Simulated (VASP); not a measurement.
Pd:

```
CELL_PARAMETERS angstrom
0.00000 1.94650 1.94650
1.94650 0.00000 1.94650
1.94650 1.94650 0.00000
ATOMIC_POSITIONS crystal
Pd 0.00000 0.00000 0.00000
```

Program: VASP 6.6.1. Alike in all runs: task single point; potentials or basis VASP PAW PBE potentials, release 64 (Pd); no spin polarisation; cell as given; cutoff (eV) 520; smearing fermi-dirac 0.05 eV. Hardware: 1 thread of AMD EPYC 7R43 64-Core Processor (Zen 3), on a shared host.

Task: Order these runs on this cell by their wall time, lowest first.
A. level revPBE+D3(BJ); k mesh 12 × 12 × 12
B. level r2SCAN50; k mesh 6 × 6 × 6; grid for exact exchange (PRECFOCK) Normal
C. level RPBE; k mesh 12 × 12 × 12

Result: A (7.2 s), C (15 s), B (590 s).

Caveats: some runs use coarse meshes.
